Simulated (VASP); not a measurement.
# Cr (Fd-3m) in VASP: notebook

The runs below take Cr through single point, with revPBE.

Everything below comes from runs of VASP 6.6.1. Logs are shortened: lines on timing, memory, paths and dates and some standing lists are left out, and cuts for length are marked.

**1. The cell of the first run**

The structure is cubic, space group Fd-3m (No. 227). Conventional cell: a = 5.139 Å, b = 5.139 Å, c = 5.139 Å, α = 90.00°, β = 90.00°, γ = 90.00°. Within 2.9 Å of Cr (site symmetry -43m) lie 4 Cr at 2.23 Å.

**2. Single point, revPBE**

INCAR

```
PREC = Accurate
ENCUT = 520
EDIFF = 1E-7
ISMEAR = -1
SIGMA = 0.1
LREAL = False
LASPH = True
NELM = 100
ALGO = Normal
ISIF = 2
LWAVE = False
LCHARG = False
GGA = RE
NBANDS = 19
```

KPOINTS

```
Automatic mesh
0
Gamma
  17 17 17
```

POSCAR

```
Cr
1.0
    0.0000000000      2.5696380157      2.5696380157
    2.5696380157      0.0000000000      2.5696380157
    2.5696380157      2.5696380157      0.0000000000
Cr
2
Direct
    0.1250000000      0.1250000000      0.1250000000
    0.8750000000      0.8750000000      0.8750000000
```

Potentials or basis: VASP PAW PBE potentials, release 64 (Cr_pv).

On the command line:

```console
> cat potpaw_PBE.64/Cr_pv/POTCAR > POTCAR
> mpirun -np 1 vasp_std > vasp.out
```

OUTCAR:

```text
PREC = Accurate
   ENCUT = 520
   EDIFF = 1E-7
   ISMEAR = -1
   LREAL = False
   LASPH = True
   NELM = 100
   ISIF = 2
   GGA = RE

 ion  position               nearest neighbor table
   1  0.125  0.125  0.125-   2 2.23   2 2.23   2 2.23   2 2.23
   2  0.875  0.875  0.875-   1 2.23   1 2.23   1 2.23   1 2.23

  LATTYP: Found a face centered cubic cell.
 ALAT       =     5.1392760314

  Lattice vectors:

 A1 = (   0.0000000000,   2.5696380157,   2.5696380157)
 A2 = (   2.5696380157,   0.0000000000,   2.5696380157)
 A3 = (   2.5696380157,   2.5696380157,   0.0000000000)

Analysis of symmetry for initial positions (statically):
=====================================================================
 Subroutine PRICEL returns:
 Original cell was already a primitive cell.

 Routine SETGRP: Setting up the symmetry group for a
 face centered cubic supercell.

 Subroutine GETGRP returns: Found 48 space group operations
 (whereof 12 operations were pure point group operations)
 out of a pool of 48 trial point group operations.

The static configuration has the point symmetry D_3d.
 The point group associated with its full space group is O_h .

Analysis of symmetry for dynamics (positions and initial velocities):
=====================================================================
 Subroutine PRICEL returns:
 Original cell was already a primitive cell.

 Routine SETGRP: Setting up the symmetry group for a
 face centered cubic supercell.

 Subroutine GETGRP returns: Found 48 space group operations
 (whereof 12 operations were pure point group operations)
 out of a pool of 48 trial point group operations.

The dynamic configuration has the point symmetry D_3d.
 The point group associated with its full space group is O_h .

 Subroutine INISYM returns: Found 48 space group operations
 (whereof 12 operations are pure point group operations),
 and found     1 'primitive' translations

----------------------------------------------------------------------------------------

                                     Primitive cell

  volume of cell :      33.9348

  direct lattice vectors                    reciprocal lattice vectors
     0.000000000  2.569638016  2.569638016    -0.194579936  0.194579936  0.194579936
     2.569638016  0.000000000  2.569638016     0.194579936 -0.194579936  0.194579936
     2.569638016  2.569638016  0.000000000     0.194579936  0.194579936 -0.194579936

  length of vectors
     3.634016932  3.634016932  3.634016932     0.337022335  0.337022335  0.337022335

  position of ions in fractional coordinates (direct lattice)
     0.125000000  0.125000000  0.125000000
     0.875000000  0.875000000  0.875000000

  ion indices of the primitive-cell ions
   primitive index   ion index
                 1           1
                 2           2

----------------------------------------------------------------------------------------

 KPOINTS: Automatic mesh

Automatic generation of k-mesh.
 Grid dimensions read from file:
 generate k-points for:   17   17   17

 Generating k-lattice:

  Cartesian coordinates                     Fractional coordinates (reciprocal lattice)
    -0.011445879  0.011445879  0.011445879     0.058823529  0.000000000  0.000000000
     0.011445879 -0.011445879  0.011445879     0.000000000  0.058823529  0.000000000
     0.011445879  0.011445879 -0.011445879     0.000000000  0.000000000  0.058823529

  Length of vectors
     0.019824843  0.019824843  0.019824843

  Shift w.r.t. Gamma in fractional coordinates (k-lattice)
     0.000000000  0.000000000  0.000000000

 Subroutine IBZKPT returns following result:
 ===========================================

 Found    165 irreducible k-points:

 Following reciprocal coordinates:
            Coordinates               Weight
  0.000000  0.000000  0.000000      1.000000
  0.058824  0.000000  0.000000      8.000000
  0.117647  0.000000  0.000000      8.000000
  0.176471  0.000000  0.000000      8.000000
  0.235294  0.000000  0.000000      8.000000
  0.294118  0.000000  0.000000      8.000000
[... 16 lines left out ...]
 -0.176471  0.058824  0.000000     24.000000
 -0.117647  0.058824  0.000000     24.000000
 [... further k-points ...]
   k-points           NKPTS =    165   k-points in BZ     NKDIM =    165   number of bands    NBANDS=     19
   number of dos      NEDOS =    301   number of ions     NIONS =      2
   total plane-waves  NPLWV =  21952
   dimension x,y,z NGX =    28 NGY =   28 NGZ =   28
   dimension x,y,z NGXF=    56 NGYF=   56 NGZF=   56
   ions per type =               2
   NGX,Y,Z   is equivalent  to a cutoff of  12.81, 12.81, 12.81 a.u.
   NGXF,Y,Z  is equivalent  to a cutoff of  25.62, 25.62, 25.62 a.u.
 SYSTEM =  unknown system
   PREC   = accura    normal or accurate (medium, high low for compatibility)
   ISTART =      0    job   : 0-new  1-cont  2-samecut
   ICHARG =      2    charge: 1-file 2-atom 10-const
   ISPIN  =      1    spin polarized calculation?
   LNONCOLLINEAR =      F non collinear calculations
   LSORBIT =      F    spin-orbit coupling
   LASPH  =      T    aspherical Exc in radial PAW
   ENCUT  =  520.0 eV  38.22 Ry    6.18 a.u.   6.76  6.76  6.76*2*pi/ulx,y,z
   NELM   =    100;   NELMIN=  2; NELMDL= -5     # of ELM steps
   EDIFF  = 0.1E-06   stopping-criterion for ELM
   LREAL  =      F    real-space projection
   EDIFFG = 0.1E-05   stopping-criterion for IOM
   NSW    =      0    number of steps for IOM
   IBRION =     -1    ionic relax: 0-MD 1-quasi-New 2-CG
   NFREE  =      0    steps in history (QN), initial steepest desc. (CG)
   ISIF   =      2    stress and relaxation
   ISYM   =      2    0-nonsym 1-usesym 2-fastsym
   POTIM  = 0.5000    time-step for ionic-motion
   TEBEG  =    0.0;   TEEND  =   0.0 temperature during run
   PSTRESS=    0.0 pullay stress
   NELECT =      24.0000    total number of electrons
   NUPDOWN=      -1.0000    fix difference up-down
   EMIN   =  10.00;   EMAX   =-10.00  energy-range for DOS
   EFERMI =   0.00;   METHOD = LEGACY
   ISMEAR =    -1;   SIGMA  =   0.10  broadening in eV -4-tet -1-fermi 0-gaus
   EFERMI_NEDOS =   21; number of points for ismear=-14 and -15
   IALGO  =     38    algorithm
   IMIX   =      4    mixing-type and parameters
     AMIX     =   0.40;   BMIX     =  1.00
     AMIX_MAG =   1.60;   BMIX_MAG =  1.00
  volume/ion in A,a.u.               =      16.97       114.50
  Fermi-wavevector in a.u.,A,eV,Ry     =   1.458579  2.756315 28.945752  2.127453
  Thomas-Fermi vector in A             =   2.575247
   LORBIT       =      0    0 simple, 1 ext, 2 COOP (PROOUT), +10 PAW based schemes
   GGA     = RE    functional components
   LHFCALC =     F    Hartree Fock is set to
   AEXX    =    0.0000 exact exchange contribution
   IVDW    =     0    specifies the selected vdW correction
   LEPSILON=     F    determine dielectric tensor
   LRPA    =     F    only Hartree local field effects (RPA)
 non-spin polarized calculation
  energy-cutoff  :      520.00
  volume of cell :       33.93
 maximum number of plane-waves:       941
   NGX = 13   NGY = 13   NGZ = 13

 number of electron      23.9999987 magnetization

 Free energy of the ion-electron system (eV)
  ---------------------------------------------------
  ext. energy  EPLUGINS =         0.00000000
  ---------------------------------------------------
  free energy    TOTEN  =       -14.01403049 eV

  energy without entropy =      -13.87409703  energy(sigma->0) =      -13.94406376

 E-fermi :   6.0817     XC(G=0): -11.1141

 val. band max:        6.0781104171   @ k =   0.4118   0.1765   0.0588
 cond. band min:       6.0820823513   @ k =  -0.4118   0.4118   0.0000
 fundamental gap:      0.0039719342
 Fermi energy:         6.0817224579

 k-point     1 :       0.0000    0.0000    0.0000
  band No.  band energies     occupation
      1     -36.5969      2.00000
      2     -36.5969      2.00000
      3     -36.5969      2.00000
      4     -35.8493      2.00000
      5     -35.8493      2.00000
      6     -35.8493      2.00000
[... 11 lines left out ...]
     18      14.4650      0.00000
     19      14.4665      0.00000

 k-point     2 :       0.0588    0.0000    0.0000
  band No.  band energies     occupation
      1     -36.6002      2.00000
      2     -36.6002      2.00000
      3     -36.5969      2.00000
      4     -35.8499      2.00000
      5     -35.8458      2.00000
      6     -35.8458      2.00000
[... 11 lines left out ...]
     18      14.4651      0.00000
     19      14.4665      0.00000

 k-point     3 :       0.1176    0.0000    0.0000
  band No.  band energies     occupation
      1     -36.6097      2.00000
      2     -36.6097      2.00000
      3     -36.5970      2.00000
      4     -35.8518      2.00000
      5     -35.8363      2.00000
      6     -35.8363      2.00000
[... 11 lines left out ...]
     18      14.4648      0.00000
     19      14.4664      0.00000

 k-point     4 :       0.1765    0.0000    0.0000
  band No.  band energies     occupation
      1     -36.6236      2.00000
      2     -36.6236      2.00000
      3     -36.5974      2.00000
      4     -35.8545      2.00000
      5     -35.8222      2.00000
      6     -35.8222      2.00000
[... 11 lines left out ...]
     18      14.4649      0.00000
     19      14.4662      0.00000

 k-point     5 :       0.2353    0.0000    0.0000
  band No.  band energies     occupation
      1     -36.6397      2.00000
      2     -36.6397      2.00000
      3     -36.5981      2.00000
      4     -35.8574      2.00000
      5     -35.8058      2.00000
      6     -35.8058      2.00000
[... 11 lines left out ...]
     18      13.9878      0.00000
     19      14.4701      0.00000
[... 334 lines left out ...]
      2     -36.6574      2.00000
      3     -36.5826      2.00000
      4     -35.8757      2.00000
      5     -35.7878      2.00000
      6     -35.7664      2.00000
[... 11 lines left out ...]
     18      12.2750      0.00000
     19      14.4678      0.00000

 k-point    22 :      -0.2353    0.0588    0.0000
  band No.  band energies     occupation
      1     -36.6646      2.00000
      2     -36.6412      2.00000
      3     -36.5846      2.00000
      4     -35.8708      2.00000
      5     -35.8042      2.00000
      6     -35.7825      2.00000
[... 11 lines left out ...]
     18      13.5473      0.00000
     19      14.4688      0.00000

 k-point    23 :      -0.1765    0.0588    0.0000
  band No.  band energies     occupation
      1     -36.6461      2.00000
      2     -36.6252      2.00000
      3     -36.5872      2.00000
      4     -35.8653      2.00000
      5     -35.8204      2.00000
      6     -35.8005      2.00000
[... 11 lines left out ...]
     18      14.4618      0.00000
     19      14.4660      0.00000

 k-point    24 :      -0.1176    0.0588    0.0000
  band No.  band energies     occupation
      1     -36.6277      2.00000
      2     -36.6117      2.00000
      3     -36.5901      2.00000
      4     -35.8597      2.00000
      5     -35.8341      2.00000
      6     -35.8186      2.00000
[... 11 lines left out ...]
     18      14.4646      0.00000
     19      14.4663      0.00000

 [... further k-points ...]

------------------------ aborting loop because EDIFF is reached ----------------------------------------

  FORCE on cell =-STRESS in cart. coord.  units (eV):
  Direction    XX          YY          ZZ          XY          YZ          ZX
  --------------------------------------------------------------------------------------
  -------------------------------------------------------------------------------------
  Total        0.0271401      0.0271401      0.0271401      0.0000000     -0.0000000      0.0000000
  in kB        1.2813765      1.2813765      1.2813765      0.0000000     -0.0000000      0.0000000
  external PRESSURE =       1.2813765 kB  Pullay stress =       0.0000000 kB

 VOLUME and BASIS-vectors are now :
 -----------------------------------------------------------------------------
  energy-cutoff  :      520.00
  volume of cell :       33.93
      direct lattice vectors                 reciprocal lattice vectors
     0.000000000  2.569638016  2.569638016    -0.194579936  0.194579936  0.194579936
     2.569638016  0.000000000  2.569638016     0.194579936 -0.194579936  0.194579936
     2.569638016  2.569638016  0.000000000     0.194579936  0.194579936 -0.194579936

 POSITION                                       TOTAL-FORCE (eV/Angst)
 -----------------------------------------------------------------------------------
      0.64241      0.64241      0.64241        -0.000000     -0.000000     -0.000000
      4.49687      4.49687      4.49687         0.000000      0.000000      0.000000
 -----------------------------------------------------------------------------------
    total drift:                                0.000000     -0.000000     -0.000000

  FREE ENERGIE OF THE ION-ELECTRON SYSTEM (eV)
  ---------------------------------------------------
  free  energy   TOTEN  =       -14.0140304910 eV

  energy  without entropy=      -13.8740970335  energy(sigma->0) =      -13.94406376
```

Run time: 61 s. Hardware: 1 thread of Intel Xeon 6975P-C (Granite Rapids), shared host; peak memory 0.21 GiB.

Results:

```
Free energy            : -14.0140 eV
Pressure               : 0.1 GPa
Band gap on the k mesh : zero (band 12 reaches 6.38 eV, above the bottom of band 13 at 5.80 eV)
```

Levels at points of the mesh, in eV from the Fermi level:
| k point | band 10 | band 11 | band 12 | band 13 | band 14 | band 15 |
| --- | --- | --- | --- | --- | --- | --- |
| (0.00, 0.00, 0.00) | -1.02 | -1.02 | -1.02 | 1.07 | 1.07 | 1.07 |

Caveat: the PAW data sets were made with another functional, which shifts forces and pressure a little; the run has no spin polarisation, though such a crystal can be magnetic.

**3. Single point, revPBE, collinear spin, antiferromagnetic start**

This run uses another cell than the first one, of 21.39 Å³/atom, 1.261 times its volume.

INCAR

```
  PREC = Accurate
  ENCUT = 520
  EDIFF = 1E-6
  ISMEAR = -1
  SIGMA = 0.05
  LREAL = F
  LASPH = T
  NELM = 150
  ALGO = Normal
  ISIF = 2
  LWAVE = F
  LCHARG = F
  ISPIN = 2
  MAGMOM = 2.903 -2.903
  LORBIT = 11
  LMAXMIX = 4
  GGA = RE
  NBANDS = 23
```

KPOINTS

```
regular mesh
0
Gamma
  16 16 16
```

POSCAR

```
Cr
1.0
    0.0000000000      2.7760404793      2.7760404793
    2.7760404793      0.0000000000      2.7760404793
    2.7760404793      2.7760404793      0.0000000000
Cr
2
Direct
    0.1250000000      0.1250000000      0.1250000000
    0.8750000000      0.8750000000      0.8750000000
```

Potentials or basis: VASP PAW PBE potentials, release 64 (Cr_pv).

On the command line:

```console
> cat potpaw_PBE.64/Cr_pv/POTCAR > POTCAR
> mpirun -np 1 vasp_std > vasp.out
```

OUTCAR:

```text
PREC = Accurate
   ENCUT = 520
   EDIFF = 1E-6
   ISMEAR = -1
   LREAL = F
   LASPH = T
   NELM = 150
   ISIF = 2
   ISPIN = 2
   LORBIT = 11
   GGA = RE

 ion  position               nearest neighbor table
   1  0.125  0.125  0.125-   2 2.40   2 2.40   2 2.40   2 2.40
   2  0.875  0.875  0.875-   1 2.40   1 2.40   1 2.40   1 2.40

  LATTYP: Found a face centered cubic cell.
 ALAT       =     5.5520809586

  Lattice vectors:

 A1 = (   0.0000000000,   2.7760404793,   2.7760404793)
 A2 = (   2.7760404793,   0.0000000000,   2.7760404793)
 A3 = (   2.7760404793,   2.7760404793,   0.0000000000)

Analysis of symmetry for initial positions (statically):
=====================================================================
 Subroutine PRICEL returns:
 Original cell was already a primitive cell.

 Routine SETGRP: Setting up the symmetry group for a
 face centered cubic supercell.

 Subroutine GETGRP returns: Found 48 space group operations
 (whereof 12 operations were pure point group operations)
[... 825 lines left out ...]
      4     -35.8625      1.00000
      5     -35.8625      1.00000
      6     -35.8625      1.00000
[... 613 lines left out ...]
     22      16.0070      0.00000
     23      16.3432      0.00000

 [... further k-points ...]

------------------------ aborting loop because EDIFF is reached ----------------------------------------

  FORCE on cell =-STRESS in cart. coord.  units (eV):
  Direction    XX          YY          ZZ          XY          YZ          ZX
  --------------------------------------------------------------------------------------
  -------------------------------------------------------------------------------------
  Total        0.0355008      0.0355008      0.0355008     -0.0000000     -0.0000000      0.0000000
  in kB        1.3293564      1.3293564      1.3293564     -0.0000000     -0.0000000      0.0000000
  external PRESSURE =       1.3293564 kB  Pullay stress =       0.0000000 kB

 VOLUME and BASIS-vectors are now :
 -----------------------------------------------------------------------------
  energy-cutoff  :      520.00
  volume of cell :       42.79
      direct lattice vectors                 reciprocal lattice vectors
     0.000000000  2.776040479  2.776040479    -0.180112647  0.180112647  0.180112647
     2.776040479  0.000000000  2.776040479     0.180112647 -0.180112647  0.180112647
     2.776040479  2.776040479  0.000000000     0.180112647  0.180112647 -0.180112647

 POSITION                                       TOTAL-FORCE (eV/Angst)
 -----------------------------------------------------------------------------------
      0.69401      0.69401      0.69401        -0.000000     -0.000000      0.000000
      4.85807      4.85807      4.85807         0.000000      0.000000     -0.000000
 -----------------------------------------------------------------------------------
    total drift:                               -0.000000      0.000000      0.000000

  FREE ENERGIE OF THE ION-ELECTRON SYSTEM (eV)
  ---------------------------------------------------
  free  energy   TOTEN  =       -14.6504616194 eV

  energy  without entropy=      -14.6424493077  energy(sigma->0) =      -14.64645546

 total charge

# of ion       s       p       d       tot
------------------------------------------
    1        0.406   6.113   4.285  10.804
    2        0.406   6.113   4.285  10.804
--------------------------------------------------
tot          0.812  12.226   8.570  21.609

 magnetization (x)

# of ion       s       p       d       tot
------------------------------------------
    1        0.049  -0.046   3.132   3.135
    2       -0.049   0.046  -3.132  -3.135
--------------------------------------------------
tot          0.000   0.000  -0.000  -0.000
```

Run time: 3.9 min. Hardware: 1 thread of Intel Xeon Platinum 8259CL at 2.50GHz (Skylake/Cascade Lake), shared host; peak memory 0.32 GiB.

What came out:

| Item | Value |
| --- | --- |
| Free energy | -14.6505 eV |
| Pressure | 0.1 GPa |
| Band gap on the k mesh | zero (filled and empty bands overlap) |
| Net moment | 0.00 μB per cell |
| Site moments | Cr +3.13, -3.13 μB |
| Valence electrons inside the program's atomic spheres | Cr 10.80 |

Caveat: the PAW data sets were made with another functional, which shifts forces and pressure a little.
